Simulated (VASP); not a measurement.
# AlW3 (Fm-3m) in VASP: notebook

AlW3 is run at these levels: PBE; tasks: single point, relaxation of cell and atoms.

Program: VASP 6.6.1. These are calculated values, not measurements. Logs are shortened: lines on timing, memory, paths and dates and some standing lists are left out, and cuts for length are marked.

## 1. The cell of the first run

Symmetry: Fm-3m, No. 225, cubic system. Conventional cell: a = 6.308 Å, b = 6.308 Å, c = 6.308 Å, α = 90.00°, β = 90.00°, γ = 90.00°. Within 3.6 Å of Al (site symmetry m-3m) lie 14 W at 2.73 to 3.15 Å. Within 3.6 Å of W (site symmetry -43m) lie 4 Al at 2.73 Å and 10 W at 2.73 to 3.15 Å. W (site symmetry m-3m) has 8 W at 2.73 Å and 6 Al at 3.15 Å within 3.6 Å.

The cell was built from a structure type or drawn by symmetry, and may not be a known phase.

## 2. Single point, PBE

The input, INCAR:

```
SYSTEM = AlW3
  PREC = Accurate
  ENCUT = 520
  EDIFF = 1E-6
  ISMEAR = 0
  SIGMA = 0.1
  LREAL = .False.
  LASPH = .True.
  NELM = 100
  ALGO = Normal
  ISIF = 2
  LWAVE = .False.
  LCHARG = .True.
  GGA = PE
  LELF = .True.
  LVHAR = .True.
  NBANDS = 30
```

The input, KPOINTS:

```
Automatic mesh
0
Gamma
  4 4 4
  0 0 0
```

The input, POSCAR:

```
AlW3
1.0
    0.0000000000      3.1539379987      3.1539379987
    3.1539379987      0.0000000000      3.1539379987
    3.1539379987      3.1539379987      0.0000000000
Al W
1 3
Direct
    0.0000000000      0.0000000000      0.0000000000
    0.2500000000      0.2500000000      0.2500000000
    0.7500000000      0.7500000000      0.7500000000
    0.5000000000      0.5000000000      0.5000000000
```

Potentials or basis: VASP PAW PBE potentials, release 64 (Al, W_sv).

Run with:

```sh
cat potpaw_PBE.64/Al/POTCAR potpaw_PBE.64/W_sv/POTCAR > POTCAR
mpirun -np 1 vasp_std > vasp.out
```

OUTCAR:

```text
SYSTEM = AlW3
   PREC = Accurate
   ENCUT = 520
   EDIFF = 1E-6
   ISMEAR = 0
   LREAL = .False.
   LASPH = .True.
   NELM = 100
   ISIF = 2
   GGA = PE

 ion  position               nearest neighbor table
   1  0.000  0.000  0.000-   3 2.73   3 2.73   3 2.73   2 2.73   3 2.73   2 2.73   2 2.73   2 2.73
                             4 3.15   4 3.15   4 3.15   4 3.15   4 3.15   4 3.15
   2  0.250  0.250  0.250-   1 2.73   1 2.73   1 2.73   1 2.73   4 2.73   4 2.73   4 2.73   4 2.73
                             3 3.15   3 3.15   3 3.15   3 3.15   3 3.15   3 3.15
   3  0.750  0.750  0.750-   4 2.73   4 2.73   4 2.73   1 2.73   4 2.73   1 2.73   1 2.73   1 2.73
                             2 3.15   2 3.15   2 3.15   2 3.15   2 3.15   2 3.15
   4  0.500  0.500  0.500-   2 2.73   2 2.73   2 2.73   2 2.73   3 2.73   3 2.73   3 2.73   3 2.73
                             1 3.15   1 3.15   1 3.15   1 3.15   1 3.15   1 3.15

  LATTYP: Found a face centered cubic cell.
 ALAT       =     6.3078759974

  Lattice vectors:

 A1 = (   0.0000000000,   3.1539379987,   3.1539379987)
 A2 = (   3.1539379987,   0.0000000000,   3.1539379987)
 A3 = (   3.1539379987,   3.1539379987,   0.0000000000)

Analysis of symmetry for initial positions (statically):
=====================================================================
 Subroutine PRICEL returns:
 Original cell was already a primitive cell.

 Routine SETGRP: Setting up the symmetry group for a
 face centered cubic supercell.

 Subroutine GETGRP returns: Found 48 space group operations
 (whereof 48 operations were pure point group operations)
 out of a pool of 48 trial point group operations.

The static configuration has the point symmetry O_h .

Analysis of symmetry for dynamics (positions and initial velocities):
=====================================================================
 Subroutine PRICEL returns:
 Original cell was already a primitive cell.

 Routine SETGRP: Setting up the symmetry group for a
 face centered cubic supercell.

 Subroutine GETGRP returns: Found 48 space group operations
 (whereof 48 operations were pure point group operations)
 out of a pool of 48 trial point group operations.

The dynamic configuration has the point symmetry O_h .

 Subroutine INISYM returns: Found 48 space group operations
 (whereof 48 operations are pure point group operations),
 and found     1 'primitive' translations

----------------------------------------------------------------------------------------

                                     Primitive cell

  volume of cell :      62.7465

  direct lattice vectors                    reciprocal lattice vectors
     0.000000000  3.153937999  3.153937999    -0.158531969  0.158531969  0.158531969
     3.153937999  0.000000000  3.153937999     0.158531969 -0.158531969  0.158531969
     3.153937999  3.153937999  0.000000000     0.158531969  0.158531969 -0.158531969

  length of vectors
     4.460341893  4.460341893  4.460341893     0.274585424  0.274585424  0.274585424

  position of ions in fractional coordinates (direct lattice)
     0.000000000  0.000000000  0.000000000
     0.250000000  0.250000000  0.250000000
     0.750000000  0.750000000  0.750000000
     0.500000000  0.500000000  0.500000000

  ion indices of the primitive-cell ions
   primitive index   ion index
                 1           1
                 2           2
                 3           3
                 4           4

----------------------------------------------------------------------------------------

 KPOINTS: Automatic mesh

Automatic generation of k-mesh.
 Grid dimensions read from file:
 generate k-points for:    4    4    4

 Generating k-lattice:

  Cartesian coordinates                     Fractional coordinates (reciprocal lattice)
    -0.039632992  0.039632992  0.039632992     0.250000000  0.000000000  0.000000000
     0.039632992 -0.039632992  0.039632992     0.000000000  0.250000000  0.000000000
     0.039632992  0.039632992 -0.039632992     0.000000000  0.000000000  0.250000000

  Length of vectors
     0.068646356  0.068646356  0.068646356

  Shift w.r.t. Gamma in fractional coordinates (k-lattice)
     0.000000000  0.000000000  0.000000000

 Subroutine IBZKPT returns following result:
 ===========================================

 Found      8 irreducible k-points:

 Following reciprocal coordinates:
            Coordinates               Weight
  0.000000  0.000000  0.000000      1.000000
  0.250000  0.000000  0.000000      8.000000
  0.500000  0.000000  0.000000      4.000000
  0.250000  0.250000  0.000000      6.000000
  0.500000  0.250000  0.000000     24.000000
 -0.250000  0.250000  0.000000     12.000000
  0.500000  0.500000  0.000000      3.000000
 -0.250000  0.500000  0.250000      6.000000
   k-points           NKPTS =      8   k-points in BZ     NKDIM =      8   number of bands    NBANDS=     30
   number of dos      NEDOS =    301   number of ions     NIONS =      4
[... 50 lines left out ...]
  volume of cell :       62.75
 maximum number of plane-waves:      1708
 NGX is ok and might be reduce to    36
   NGX = 17   NGY = 17   NGZ = 17

 number of electron      45.0000005 magnetization

 Free energy of the ion-electron system (eV)
  ---------------------------------------------------
  ext. energy  EPLUGINS =         0.00000000
  ---------------------------------------------------
  free energy    TOTEN  =       -42.21033077 eV

  energy without entropy =      -42.20501365  energy(sigma->0) =      -42.20767221

 E-fermi :  10.4690     XC(G=0): -12.8883

 val. band max:       10.4689307540   @ k =  -0.2500   0.5000   0.2500
 cond. band min:      10.8218734974   @ k =   0.5000   0.5000   0.0000
 fundamental gap:      0.3529427434
 Fermi energy:        10.4690311712

 k-point     1 :       0.0000    0.0000    0.0000
  band No.  band energies     occupation
      1     -63.4223      2.00000
      2     -63.1940      2.00000
      3     -63.1845      2.00000
      4     -27.8412      2.00000
      5     -27.8412      2.00000
      6     -27.8412      2.00000
[... 22 lines left out ...]
     29      14.2099      0.00000
     30      16.5478      0.00000

 k-point     2 :       0.2500    0.0000    0.0000
  band No.  band energies     occupation
      1     -63.4096      2.00000
      2     -63.1986      2.00000
      3     -63.1930      2.00000
      4     -27.8975      2.00000
      5     -27.8975      2.00000
      6     -27.8838      2.00000
[... 22 lines left out ...]
     29      14.4460      0.00000
     30      16.0412      0.00000

 k-point     3 :       0.5000    0.0000    0.0000
  band No.  band energies     occupation
      1     -63.3954      2.00000
      2     -63.2081      2.00000
      3     -63.1980      2.00000
      4     -27.9407      2.00000
      5     -27.9407      2.00000
      6     -27.8605      2.00000
[... 22 lines left out ...]
     29      13.8143      0.00000
     30      16.1795      0.00000

 k-point     4 :       0.2500    0.2500    0.0000
  band No.  band energies     occupation
      1     -63.4053      2.00000
      2     -63.1987      2.00000
      3     -63.1974      2.00000
      4     -27.9683      2.00000
      5     -27.9682      2.00000
      6     -27.7924      2.00000
[... 22 lines left out ...]
     29      14.2121      0.00000
     30      16.0853      0.00000

 k-point     5 :       0.5000    0.2500    0.0000
  band No.  band energies     occupation
      1     -63.3907      2.00000
      2     -63.2078      2.00000
      3     -63.2031      2.00000
      4     -28.0050      2.00000
      5     -27.9868      2.00000
      6     -27.8089      2.00000
[... 22 lines left out ...]
     29      14.0461      0.00000
     30      14.9111      0.00000

 k-point     6 :      -0.2500    0.2500    0.0000
  band No.  band energies     occupation
      1     -63.3957      2.00000
      2     -63.2034      2.00000
      3     -63.2024      2.00000
      4     -27.9452      2.00000
      5     -27.9340      2.00000
      6     -27.9059      2.00000
[... 22 lines left out ...]
     29      14.3251      0.00000
     30      15.4344      0.00000

 k-point     7 :       0.5000    0.5000    0.0000
  band No.  band energies     occupation
      1     -63.3856      2.00000
      2     -63.2127      2.00000
      3     -63.2034      2.00000
      4     -28.0580      2.00000
      5     -28.0580      2.00000
      6     -27.6290      2.00000
[... 22 lines left out ...]
     29      13.6744      0.00000
     30      14.0517      0.00000

 k-point     8 :      -0.2500    0.5000    0.2500
  band No.  band energies     occupation
      1     -63.3856      2.00000
      2     -63.2080      2.00000
      3     -63.2080      2.00000
      4     -28.0653      2.00000
      5     -27.8811      2.00000
      6     -27.8811      2.00000
[... 22 lines left out ...]
     29      14.2956      0.00000
     30      14.2956      0.00000

------------------------ aborting loop because EDIFF is reached ----------------------------------------

  FORCE on cell =-STRESS in cart. coord.  units (eV):
  Direction    XX          YY          ZZ          XY          YZ          ZX
  --------------------------------------------------------------------------------------
  -------------------------------------------------------------------------------------
  Total        0.0878746      0.0878746      0.0878746      0.0000000     -0.0000000      0.0000000
  in kB        2.2438006      2.2438006      2.2438006      0.0000000     -0.0000000      0.0000000
  external PRESSURE =       2.2438006 kB  Pullay stress =       0.0000000 kB

 VOLUME and BASIS-vectors are now :
 -----------------------------------------------------------------------------
  energy-cutoff  :      520.00
  volume of cell :       62.75
      direct lattice vectors                 reciprocal lattice vectors
     0.000000000  3.153937999  3.153937999    -0.158531969  0.158531969  0.158531969
     3.153937999  0.000000000  3.153937999     0.158531969 -0.158531969  0.158531969
     3.153937999  3.153937999  0.000000000     0.158531969  0.158531969 -0.158531969

 POSITION                                       TOTAL-FORCE (eV/Angst)
 -----------------------------------------------------------------------------------
      0.00000      0.00000      0.00000        -0.000000     -0.000000     -0.000000
      1.57697      1.57697      1.57697         0.000000     -0.000000     -0.000000
      4.73091      4.73091      4.73091         0.000000      0.000000      0.000000
      3.15394      3.15394      3.15394        -0.000000     -0.000000     -0.000000
 -----------------------------------------------------------------------------------
    total drift:                                0.000000      0.000000      0.000000

  FREE ENERGIE OF THE ION-ELECTRON SYSTEM (eV)
  ---------------------------------------------------
  free  energy   TOTEN  =       -42.2103307659 eV

  energy  without entropy=      -42.2050136521  energy(sigma->0) =      -42.20767221
```

Wall time 27 s (1 thread of Intel Xeon 8259CL, shared host); peak memory 0.21 GiB.

Results:

```yaml
Free_energy: -42.2103 eV
Pressure: 0.2 GPa
Band_gap_on_the_k_mesh: zero (an odd number of electrons rules out a gap without spin polarisation)
```

Caveat: the k points lie up to 0.43 Å⁻¹ apart, too coarse for converged energies and pressures of a metal; spin-orbit coupling is left out, which moves the levels of the heavy elements.

## 3. Single point, PBE

This run uses another cell than the first one, of 19.98 Å³/atom.

The input, INCAR:

```
PREC = Accurate ; ENCUT = 520
EDIFF = 1E-7 ; ISMEAR = 0
SIGMA = 0.1 ; LREAL = False
LASPH = True ; NELM = 100
ALGO = Normal ; ISIF = 2
LWAVE = False ; LCHARG = False
GGA = PE ; NBANDS = 30
```

The input, KPOINTS:

```
Automatic mesh
0
Gamma
  4 4 4
```

The input, POSCAR:

```
AlW3
1.0
    0.0000000000      3.4189352100      3.4189352100
    3.4189352100      0.0000000000      3.4189352100
    3.4189352100      3.4189352100      0.0000000000
Al W
1 3
Direct
    0.0000000000      0.0000000000      0.0000000000
    0.2500000000      0.2500000000      0.2500000000
    0.7500000000      0.7500000000      0.7500000000
    0.5000000000      0.5000000000      0.5000000000
```

Potentials or basis: VASP PAW PBE potentials, release 64 (Al, W_sv).

Run with:

```sh
cat potpaw_PBE.64/Al/POTCAR potpaw_PBE.64/W_sv/POTCAR > POTCAR
mpirun -np 1 vasp_std > vasp.out
```

Wall time 38 s (1 thread of Intel Xeon 8259CL, shared host); peak memory 0.21 GiB.

It converged, with:

* Free energy: -39.8551 eV
* Pressure: -35.7 GPa
* Band gap on the k mesh: zero (an odd number of electrons rules out a gap without spin polarisation)

Levels at points of the mesh, in eV from the Fermi level:
```tsv
k point	band 18	band 19	band 20	band 21	band 22	band 23	band 24	band 25	band 26	band 27
(0.00, 0.00, 0.00)	-2.83	-1.46	-1.46	-1.46	1.47	1.47	1.47	1.58	2.16	2.16
(0.50, 0.00, 0.00)	-1.94	-1.94	-1.18	-1.18	-0.87	-0.18	-0.18	1.96	1.96	2.00
(0.50, 0.50, 0.00)	-1.78	-1.50	-1.21	-1.21	-0.22	0.09	0.09	1.40	1.53	1.70
```

Caveat: the k points lie up to 0.40 Å⁻¹ apart, too coarse for converged energies and pressures of a metal; spin-orbit coupling is left out, which moves the levels of the heavy elements.

## 4. Single point, PBE

This run uses another cell than the first one, of 15.78 Å³/atom.

The input, INCAR:

```
ALGO = Normal ; EDIFF = 1E-6
ENCUT = 520 ; GGA = PE
ISIF = 2 ; ISMEAR = 0
LASPH = T ; LCHARG = T
LELF = T ; LREAL = F
LVHAR = T ; LWAVE = F
NBANDS = 30 ; NELM = 60
PREC = Accurate ; SIGMA = 0.1
```

The input, KPOINTS:

```
k-points
0
Gamma
  6 6 6
```

The input, POSCAR:

```
AlW3
1.0
    0.0000000000      3.1603537879      3.1603537879
    3.1603537879      0.0000000000      3.1603537879
    3.1603537879      3.1603537879      0.0000000000
Al W
1 3
Direct
    0.0000000000      0.0000000000      0.0000000000
    0.2500000000      0.2500000000      0.2500000000
    0.7500000000      0.7500000000      0.7500000000
    0.5000000000      0.5000000000      0.5000000000
```

Run with:

```sh
cat potpaw_PBE.64/Al/POTCAR potpaw_PBE.64/W_sv/POTCAR > POTCAR
mpirun -np 1 vasp_std > vasp.out
```

Wall time 58 s (1 thread of Intel Xeon 8259CL, shared host); peak memory 0.21 GiB.

Results (log left out):

```yaml
Free_energy: -41.9900 eV
Pressure: 0.2 GPa
Band_gap_on_the_k_mesh: zero (an odd number of electrons rules out a gap without spin polarisation)
```

Levels at points of the mesh, in eV from the Fermi level:
```tsv
k point	band 20	band 21	band 22	band 23	band 24	band 25
(0.00, 0.00, 0.00)	-1.82	-1.82	1.93	1.93	1.93	2.93
(0.50, 0.00, 0.00)	-1.54	-1.54	-0.94	-0.38	-0.38	2.62
(0.50, 0.50, 0.00)	-1.51	-1.51	-0.64	0.36	0.36	1.92
```

Caveat: spin-orbit coupling is left out, which moves the levels of the heavy elements.

## 5. Relaxation of cell and atoms, PBE

This run uses another cell than the first one, of 19.98 Å³/atom.

The input, INCAR:

```
SYSTEM = AlW3
PREC     = Accurate       ! precision mode
ENCUT    = 600            ! plane-wave cutoff, eV
EDIFF    = 1E-6           ! SCF threshold, eV
ISMEAR   = 0              ! smearing method
SIGMA    = 0.1            ! smearing width, eV
LREAL    = .False.        ! projectors in reciprocal space
LASPH    = .True.         ! aspherical terms in the spheres
NELM     = 60             ! most SCF steps
ALGO     = Normal         ! electronic algorithm
ISIF     = 3              ! what is computed and relaxed
LWAVE    = .False.        ! write WAVECAR
LCHARG   = .False.        ! write CHGCAR
GGA      = PE             ! functional
IBRION   = 2              ! ionic algorithm
NSW      = 90             ! ionic steps
EDIFFG   = -0.04          ! ionic threshold
```

The input, KPOINTS:

```
regular mesh
0
Gamma
  4 4 4
  0 0 0
```

The input, POSCAR:

```
AlW3
1.0
    0.0000000000      3.4189352100      3.4189352100
    3.4189352100      0.0000000000      3.4189352100
    3.4189352100      3.4189352100      0.0000000000
Al W
1 3
Direct
    0.0000000000      0.0000000000      0.0000000000
    0.2500000000      0.2500000000      0.2500000000
    0.7500000000      0.7500000000      0.7500000000
    0.5000000000      0.5000000000      0.5000000000
```

Run with:

```sh
cat potpaw_PBE.64/Al/POTCAR potpaw_PBE.64/W_sv/POTCAR > POTCAR
mpirun -np 1 vasp_std > vasp.out
```

Wall time 3.2 min (1 thread of Intel Xeon 8259CL, shared host); peak memory 0.26 GiB.

The run converged. Its results:

* Free energy: -42.2127 eV
* Relaxed volume: 15.70 Å³/atom
* Relaxed cell: a = 4.461 Å, b = 4.461 Å, c = 4.461 Å, α = 60.00°, β = 60.00°, γ = 60.00°
* Space group after relaxing (to 0.1 Å): Fm-3m (No. 225)
* Pressure after relaxing: 0.2 GPa
* Band gap on the k mesh: zero (an odd number of electrons rules out a gap without spin polarisation)

Final structure:
```
CELL_PARAMETERS angstrom
0.00000 3.15460 3.15460
3.15460 0.00000 3.15460
3.15460 3.15460 0.00000
ATOMIC_POSITIONS crystal
Al 0.00000 0.00000 0.00000
W 0.25000 0.25000 0.25000
W 0.75000 0.75000 0.75000
W 0.50000 0.50000 0.50000
```

Levels at points of the mesh, in eV from the Fermi level:
```
           k point  band 18  band 19  band 20  band 21  band 22  band 23  band 24  band 25  band 26  band 27
(0.00, 0.00, 0.00)    -3.74    -1.85    -1.85    -1.85     1.92     1.92     1.92     2.94     2.94     3.74
(0.50, 0.00, 0.00)    -2.66    -2.66    -1.57    -1.57    -0.96    -0.41    -0.41     2.62     2.62     2.72
(0.50, 0.50, 0.00)    -2.49    -2.31    -1.54    -1.54    -0.67     0.35     0.35     1.91     2.22     2.36
```

Caveat: the k points lie up to 0.43 Å⁻¹ apart in the final cell, too coarse for converged energies and pressures of a metal; the volume moved by over 15 % at a fixed basis, so the end points are rough; spin-orbit coupling is left out, which moves the levels of the heavy elements.

## 6. The runs side by side

```tsv
task	cell	k mesh	cutoff (eV)	gap on the mesh (eV)	pressure (GPa)
single point	a = 4.460 Å, angles 60.0°, 4 atoms	4 × 4 × 4	520	none	0.2
single point	a = 4.835 Å, angles 60.0°, 4 atoms	4 × 4 × 4	520	none	-35.7
single point	a = 4.469 Å, angles 60.0°, 4 atoms	6 × 6 × 6	520	none	0.2
relaxation of cell and atoms	relaxed from a = 4.835 Å, angles 60.0°, 4 atoms	4 × 4 × 4	600	none	0.2
```

Alike in all rows: level PBE; potentials or basis VASP PAW PBE potentials, release 64 (Al, W_sv); no spin polarisation; smearing gaussian 0.1 eV.

Caveats: some runs use coarse meshes; spin-orbit coupling is left out, which moves the levels of the heavy elements; the volume moved by over 15 % at a fixed basis, so the end points are rough (at least some runs).

Absolute energies hang on the potentials; compare differences alone.
